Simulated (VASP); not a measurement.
## Ni2H: single point with PBEsol

Ni2H:

```
Ni H
1.0
     2.64300    0.00000    0.00000
    -1.32150    2.28891    0.00000
     0.00000    0.00000    4.30800
Ni H
2 1
Direct
  0.33333 0.66667 0.26100
  0.66667 0.33333 0.79600
  0.00000 0.00000 0.02800
```

```
Program                : VASP 6.6.1
Task                   : single point
Functional             : PBEsol
Potentials or basis    : VASP PAW PBE potentials, release 64 (Ni, H)
Cutoff                 : 520 eV
k mesh                 : 12 × 12 × 6
Occupations            : fermi-dirac, width 0.05 eV
Spin                   : collinear spin, ferromagnetic start
Starting moments       : [0.3, 0.3, 0.0] μB
Fixed moment           : 0.6 μB
Dipole correction      : no
Further INCAR settings : ALGO = Normal; EDIFF = 1e-07; NBANDS = 22
```

```
Pressure                                              : -16.7 GPa
Largest force                                         : 1.061 eV/Å
Net moment                                            : 0.60 μB per cell
Site moments                                          : Ni +0.31; H -0.00 μB
Valence electrons inside the program's atomic spheres : Ni 9.25; H 0.53
```

Forces on the atoms (eV/Å):
```
Ni   0.000  0.000  1.058
Ni   0.000  0.000 -1.061
H    0.000  0.000  0.003
```

Stress tensor (GPa, compression positive):
```
-17.17   0.00   0.00
  0.00 -17.17   0.00
  0.00   0.00 -15.72
```

Wall time 89 s on 1 thread of Oxide Virtual Turin-like Processor (shared host), peak memory 0.17 GiB.

Caveat: the cell stands under tension; the PAW data sets were made with another functional, which shifts forces and pressure a little; the total moment is fixed, so each spin has its own Fermi level and the state may be an excited one.
